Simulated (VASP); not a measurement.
# S (R-3m) in VASP: notebook, part 2 of 2

VASP 6.6.1.

**3. Single point, PBE**

INCAR reads:

```
SYSTEM = S
PREC = Accurate ; ENCUT = 500
EDIFF = 1E-6 ; ISMEAR = -1
SIGMA = 0.15 ; LREAL = .False.
LASPH = .True. ; NELM = 120
ALGO = Normal ; ISIF = 2
LWAVE = .False. ; LCHARG = .False.
GGA = PE ; NBANDS = 9
GGA_COMPAT = .False.
```

KPOINTS reads:

```
regular mesh
0
Gamma
  16 16 16
  0 0 0
```

POSCAR reads:

```
S
1.0
    1.6036276575      0.9258548636      0.8992015952
   -1.6036276575      0.9258548636      0.8992015952
    0.0000000000     -1.8517097174      0.8992015952
S
1
Direct
    0.0000000000      0.0000000000      0.0000000000
```

Potentials or basis: VASP PAW PBE potentials, release 64 (S).

Launch:

```console
$ cat potpaw_PBE.64/S/POTCAR > POTCAR
$ mpirun -np 1 vasp_std > vasp.out
```

OUTCAR:

```text
SYSTEM = S
   PREC = Accurate
   ENCUT = 500
   EDIFF = 1E-6
   ISMEAR = -1
   LREAL = .False.
   LASPH = .True.
   NELM = 120
   ISIF = 2
   GGA = PE

 ion  position               nearest neighbor table
   1  0.000  0.000  0.000-

  LATTYP: Found a trigonal (rhomboedric) cell.
 ALAT       =     2.0584927498
 COS(alpha) =    -0.2137755584

  Lattice vectors:

 A1 = (   1.6036276575,   0.9258548636,   0.8992015952)
 A2 = (  -1.6036276575,   0.9258548636,   0.8992015952)
 A3 = (   0.0000000000,  -1.8517097174,   0.8992015952)

Analysis of symmetry for initial positions (statically):
=====================================================================
 Subroutine PRICEL returns:
 Original cell was already a primitive cell.

 Routine SETGRP: Setting up the symmetry group for a
 trigonal (rhombohedral) supercell.

 Subroutine GETGRP returns: Found 12 space group operations
 (whereof 12 operations were pure point group operations)
 out of a pool of 12 trial point group operations.

The static configuration has the point symmetry D_3d.

Analysis of symmetry for dynamics (positions and initial velocities):
=====================================================================
 Subroutine PRICEL returns:
 Original cell was already a primitive cell.

 Routine SETGRP: Setting up the symmetry group for a
 trigonal (rhombohedral) supercell.

 Subroutine GETGRP returns: Found 12 space group operations
 (whereof 12 operations were pure point group operations)
 out of a pool of 12 trial point group operations.

The dynamic configuration has the point symmetry D_3d.

 Subroutine INISYM returns: Found 12 space group operations
 (whereof 12 operations are pure point group operations),
 and found     1 'primitive' translations

----------------------------------------------------------------------------------------

                                     Primitive cell

  volume of cell :       8.0104

  direct lattice vectors                    reciprocal lattice vectors
     1.603627657  0.925854864  0.899201595     0.311793076  0.180013816  0.370699223
    -1.603627657  0.925854864  0.899201595    -0.311793076  0.180013816  0.370699223
     0.000000000 -1.851709717  0.899201595     0.000000000 -0.360027632  0.370699225

  length of vectors
     2.058492750  2.058492750  2.058492746     0.516757013  0.516757013  0.516757014

  position of ions in fractional coordinates (direct lattice)
     0.000000000  0.000000000  0.000000000

  ion indices of the primitive-cell ions
   primitive index   ion index
                 1           1

----------------------------------------------------------------------------------------

 KPOINTS: regular mesh

Automatic generation of k-mesh.
 Grid dimensions read from file:
 generate k-points for:   16   16   16

 Generating k-lattice:

  Cartesian coordinates                     Fractional coordinates (reciprocal lattice)
     0.019487067  0.011250864  0.023168701     0.062500000  0.000000000  0.000000000
    -0.019487067  0.011250864  0.023168701     0.000000000  0.062500000  0.000000000
     0.000000000 -0.022501727  0.023168702     0.000000000  0.000000000  0.062500000

  Length of vectors
     0.032297313  0.032297313  0.032297313

  Shift w.r.t. Gamma in fractional coordinates (k-lattice)
     0.000000000  0.000000000  0.000000000

 Subroutine IBZKPT returns following result:
 ===========================================

 Found    417 irreducible k-points:

 Following reciprocal coordinates:
            Coordinates               Weight
  0.000000  0.000000  0.000000      1.000000
  0.062500  0.000000  0.000000      6.000000
  0.125000  0.000000  0.000000      6.000000
  0.187500  0.000000  0.000000      6.000000
  0.250000  0.000000  0.000000      6.000000
  0.312500  0.000000  0.000000      6.000000
[... 16 lines left out ...]
 -0.125000  0.062500  0.000000     12.000000
 -0.062500  0.062500  0.000000      6.000000
 [... further k-points ...]
   k-points           NKPTS =    417   k-points in BZ     NKDIM =    417   number of bands    NBANDS=      9
   number of dos      NEDOS =    301   number of ions     NIONS =      1
   total plane-waves  NPLWV =   4096
   dimension x,y,z NGX =    16 NGY =   16 NGZ =   16
   dimension x,y,z NGXF=    32 NGYF=   32 NGZF=   32
   ions per type =               1
   NGX,Y,Z   is equivalent  to a cutoff of  12.92, 12.92, 12.92 a.u.
   NGXF,Y,Z  is equivalent  to a cutoff of  25.84, 25.84, 25.84 a.u.
 SYSTEM =  S
   PREC   = accura    normal or accurate (medium, high low for compatibility)
   ISTART =      0    job   : 0-new  1-cont  2-samecut
   ICHARG =      2    charge: 1-file 2-atom 10-const
   ISPIN  =      1    spin polarized calculation?
   LNONCOLLINEAR =      F non collinear calculations
   LSORBIT =      F    spin-orbit coupling
   LASPH  =      T    aspherical Exc in radial PAW
   ENCUT  =  500.0 eV  36.75 Ry    6.06 a.u.   3.75  3.75  3.75*2*pi/ulx,y,z
   NELM   =    120;   NELMIN=  2; NELMDL= -5     # of ELM steps
   EDIFF  = 0.1E-05   stopping-criterion for ELM
   LREAL  =      F    real-space projection
   EDIFFG = 0.1E-04   stopping-criterion for IOM
   NSW    =      0    number of steps for IOM
   IBRION =     -1    ionic relax: 0-MD 1-quasi-New 2-CG
   NFREE  =      0    steps in history (QN), initial steepest desc. (CG)
   ISIF   =      2    stress and relaxation
   ISYM   =      2    0-nonsym 1-usesym 2-fastsym
   POTIM  = 0.5000    time-step for ionic-motion
   TEBEG  =    0.0;   TEEND  =   0.0 temperature during run
   PSTRESS=    0.0 pullay stress
   NELECT =       6.0000    total number of electrons
   NUPDOWN=      -1.0000    fix difference up-down
   EMIN   =  10.00;   EMAX   =-10.00  energy-range for DOS
   EFERMI =   0.00;   METHOD = LEGACY
   ISMEAR =    -1;   SIGMA  =   0.15  broadening in eV -4-tet -1-fermi 0-gaus
   EFERMI_NEDOS =   21; number of points for ismear=-14 and -15
   IALGO  =     38    algorithm
   IMIX   =      4    mixing-type and parameters
     AMIX     =   0.40;   BMIX     =  1.00
     AMIX_MAG =   1.60;   BMIX_MAG =  1.00
  volume/ion in A,a.u.               =       8.01        54.06
  Fermi-wavevector in a.u.,A,eV,Ry     =   1.486758  2.809565 30.074995  2.210450
  Thomas-Fermi vector in A             =   2.600004
   LORBIT       =      0    0 simple, 1 ext, 2 COOP (PROOUT), +10 PAW based schemes
   GGA     = PE    functional components
   LHFCALC =     F    Hartree Fock is set to
   AEXX    =    0.0000 exact exchange contribution
   IVDW    =     0    specifies the selected vdW correction
   LEPSILON=     F    determine dielectric tensor
   LRPA    =     F    only Hartree local field effects (RPA)
 non-spin polarized calculation
  energy-cutoff  :      500.00
  volume of cell :        8.01
 maximum number of plane-waves:       214
   NGX =  7   NGY =  7   NGZ =  7

 number of electron       5.9999999 magnetization

 Free energy of the ion-electron system (eV)
  ---------------------------------------------------
  ext. energy  EPLUGINS =         0.00000000
  ---------------------------------------------------
  free energy    TOTEN  =        -0.16812909 eV

  energy without entropy =       -0.14624803  energy(sigma->0) =       -0.15718856

 E-fermi :  21.3053     XC(G=0): -14.5253

 val. band max:       21.2970193891   @ k =   0.5000   0.1250   0.0625
 cond. band min:      21.3410958344   @ k =  -0.1250   0.5000   0.1250
 fundamental gap:      0.0440764453
 Fermi energy:        21.3053139778

 k-point     1 :       0.0000    0.0000    0.0000
  band No.  band energies     occupation
      1      -5.9772      2.00000
      2      25.4781      0.00000
      3      28.1015      0.00000
      4      28.1015      0.00000
      5      28.6962      0.00000
      6      28.6962      0.00000
      7      38.1091      0.00000
      8      45.2581      0.00000
      9      45.2581      0.00000

 k-point     2 :       0.0625    0.0000    0.0000
  band No.  band energies     occupation
      1      -5.8320      2.00000
      2      24.1015      0.00000
      3      26.3925      0.00000
      4      27.5372      0.00000
      5      29.3905      0.00000
      6      31.6095      0.00000
      7      38.2830      0.00000
      8      44.2796      0.00000
      9      44.6793      0.00000
[... 253 lines left out ...]
 k-point    24 :      -0.0625    0.0625    0.0000
  band No.  band energies     occupation
      1      -5.7646      2.00000
      2      23.9748      0.00000
      3      26.4206      0.00000
      4      27.7422      0.00000
      5      30.2249      0.00000
      6      31.0850      0.00000
      7      37.5119      0.00000
      8      42.5712      0.00000
      9      44.0135      0.00000

 [... further k-points ...]

------------------------ aborting loop because EDIFF is reached ----------------------------------------

  FORCE on cell =-STRESS in cart. coord.  units (eV):
  Direction    XX          YY          ZZ          XY          YZ          ZX
  --------------------------------------------------------------------------------------
  -------------------------------------------------------------------------------------
  Total       11.1092905     11.1092905      9.8155108      0.0000000      0.0000000      0.0000000
  in kB     2221.9901859   2221.9901888   1963.2188657      0.0000000      0.0000071      0.0000000
  external PRESSURE =    2135.7330801 kB  Pullay stress =       0.0000000 kB

 VOLUME and BASIS-vectors are now :
 -----------------------------------------------------------------------------
  energy-cutoff  :      500.00
  volume of cell :        8.01
      direct lattice vectors                 reciprocal lattice vectors
     1.603627657  0.925854864  0.899201595     0.311793076  0.180013816  0.370699223
    -1.603627657  0.925854864  0.899201595    -0.311793076  0.180013816  0.370699223
     0.000000000 -1.851709717  0.899201595     0.000000000 -0.360027632  0.370699225

 POSITION                                       TOTAL-FORCE (eV/Angst)
 -----------------------------------------------------------------------------------
      0.00000      0.00000      0.00000         0.000000      0.000000      0.000000
 -----------------------------------------------------------------------------------
    total drift:                               -0.000000      0.000000      0.000000

  FREE ENERGIE OF THE ION-ELECTRON SYSTEM (eV)
  ---------------------------------------------------
  free  energy   TOTEN  =        -0.1681290880 eV

  energy  without entropy=       -0.1462480303  energy(sigma->0) =       -0.15718856
```

stdout:

```text
POSCAR found type information on POSCAR S
 POSCAR found :  1 types and       1 ions
 scaLAPACK will be used
 LDA part: xc-table for (Slater+PW92), standard interpolation
 POSCAR, INCAR and KPOINTS ok, starting setup
 FFT: planning ... GRIDC
 FFT: planning ... GRID_SOFT
 FFT: planning ... GRID
 WAVECAR not read
 entering main loop
```

Run time: 5.2 s. Hardware: 1 thread of Intel Xeon 6975P-C (Granite Rapids), shared host; peak memory 0.13 GiB.

Results:

- Free energy: -0.1681 eV
- Pressure: 213.6 GPa
- Band gap on the k mesh: zero (bands 3 and 4 overlap by 13.22 eV)

Stress tensor (GPa, compression positive):
```
222.20   0.00   0.00
  0.00 222.20   0.00
  0.00   0.00 196.32
```

Levels at points of the mesh, in eV from the Fermi level:
| k point | band 1 | band 2 | band 3 | band 4 | band 5 | band 6 |
| --- | --- | --- | --- | --- | --- | --- |
| (0.00, 0.00, 0.00) | -27.28 | 4.17 | 6.80 | 6.80 | 7.39 | 7.39 |
| (0.50, 0.00, 0.00) | -19.24 | -16.83 | 4.85 | 6.15 | 7.30 | 12.16 |
| (0.50, 0.50, 0.00) | -14.61 | -13.63 | -6.38 | -0.96 | 9.17 | 13.04 |
| (0.50, 0.50, 0.50) | -8.62 | -8.62 | -4.20 | -4.03 | -1.44 | -1.44 |

Caveat: the cell stands under pressure.

**4. Single point, PBE**

INCAR reads:

```
ALGO = Normal
EDIFF = 1E-6
ENCUT = 500
GGA = PE
GGA_COMPAT = False
ISIF = 2
ISMEAR = -1
LASPH = True
LCHARG = True
LELF = True
LREAL = False
LVHAR = True
LWAVE = False
NBANDS = 9
NELM = 120
PREC = Accurate
SIGMA = 0.15
```

KPOINTS reads:

```
k-points
0
Gamma
  16 16 16
```

POSCAR reads:

```
S
1.0
    1.5872629681      0.9164067057      0.9178387230
   -1.5872629681      0.9164067057      0.9178387230
    0.0000000000     -1.8328134018      0.9178387230
S
1
Direct
    0.0000000000      0.0000000000      0.0000000000
```

Potentials or basis: VASP PAW PBE potentials, release 64 (S).

Launch:

```console
$ cat potpaw_PBE.64/S/POTCAR > POTCAR
$ mpirun -np 1 vasp_std > vasp.out
```

OUTCAR:

```text
EDIFF = 1E-6
   ENCUT = 500
   GGA = PE
   ISIF = 2
   ISMEAR = -1
   LASPH = True
   LREAL = False
   NELM = 120
   PREC = Accurate

 ion  position               nearest neighbor table
   1  0.000  0.000  0.000-

  LATTYP: Found a trigonal (rhomboedric) cell.
 ALAT       =     2.0497885017
 COS(alpha) =    -0.1992498102

  Lattice vectors:

 A1 = (   1.5872629681,   0.9164067057,   0.9178387230)
 A2 = (  -1.5872629681,   0.9164067057,   0.9178387230)
[... 466 lines left out ...]
      9      44.8066      0.00000

 [... further k-points ...]

------------------------ aborting loop because EDIFF is reached ----------------------------------------

  FORCE on cell =-STRESS in cart. coord.  units (eV):
  Direction    XX          YY          ZZ          XY          YZ          ZX
  --------------------------------------------------------------------------------------
  -------------------------------------------------------------------------------------
  Total       11.0245826     11.0245826      9.8291429      0.0000000      0.0000000      0.0000000
  in kB     2205.0476110   2205.0476138   1965.9454524      0.0000000      0.0000069      0.0000000
  external PRESSURE =    2125.3468924 kB  Pullay stress =       0.0000000 kB

 VOLUME and BASIS-vectors are now :
 -----------------------------------------------------------------------------
  energy-cutoff  :      500.00
  volume of cell :        8.01
      direct lattice vectors                 reciprocal lattice vectors
     1.587262968  0.916406706  0.917838723     0.315007664  0.181869760  0.363172009
    -1.587262968  0.916406706  0.917838723    -0.315007664  0.181869760  0.363172009
     0.000000000 -1.832813402  0.917838723     0.000000000 -0.363739519  0.363172011

 POSITION                                       TOTAL-FORCE (eV/Angst)
 -----------------------------------------------------------------------------------
      0.00000      0.00000      0.00000        -0.000000     -0.000000      0.000000
 -----------------------------------------------------------------------------------
    total drift:                               -0.000000      0.000000     -0.000000

  FREE ENERGIE OF THE ION-ELECTRON SYSTEM (eV)
  ---------------------------------------------------
  free  energy   TOTEN  =        -0.1423804672 eV

  energy  without entropy=       -0.1200488839  energy(sigma->0) =       -0.13121468
```

It took 5.7 s on 1 thread of Intel Xeon 6975P-C (Granite Rapids), shared host; peak memory 0.13 GiB.

Results:

```
Free energy            : -0.1424 eV
Pressure               : 212.5 GPa
Band gap on the k mesh : zero (bands 3 and 4 overlap by 12.44 eV)
```

Stress tensor (GPa, compression positive):
```
220.50   0.00   0.00
  0.00 220.50   0.00
  0.00   0.00 196.59
```

Levels at points of the mesh, in eV from the Fermi level:
| k point | band 1 | band 2 | band 3 | band 4 | band 5 | band 6 | band 7 | band 8 |
| --- | --- | --- | --- | --- | --- | --- | --- | --- |
| (0.00, 0.00, 0.00) | -27.29 | 4.03 | 6.40 | 6.40 | 7.08 | 7.08 | 17.17 | 24.79 |
| (0.50, 0.00, 0.00) | -19.38 | -16.89 | 5.33 | 6.34 | 7.62 | 12.56 | 22.62 | 26.96 |
| (0.50, 0.50, 0.00) | -14.43 | -13.39 | -6.96 | -1.48 | 9.73 | 13.70 | 19.31 | 23.82 |
| (0.50, 0.50, 0.50) | -8.58 | -8.58 | -3.94 | -3.85 | -1.28 | -1.28 | 13.72 | 17.57 |

Caveat: the cell stands under pressure.

**5. Overview**

| cell | gap on the mesh (eV) | pressure (GPa) |
| --- | --- | --- |
| a = 2.068 Å, angles 103.2°, 1 atom | none | 214.4 |
| a = 2.058 Å, angles 102.3°, 1 atom | none | 213.6 |
| a = 2.050 Å, angles 101.5°, 1 atom | none | 212.5 |

Alike in all rows: task single point; level PBE; potentials or basis VASP PAW PBE potentials, release 64 (S); no spin polarisation; k mesh 16 × 16 × 16; cutoff (eV) 500; smearing fermi-dirac 0.15 eV.

Caveats: the cell stands under pressure.

Total energies depend on the potentials used, so only differences within one code and one set of settings carry meaning.
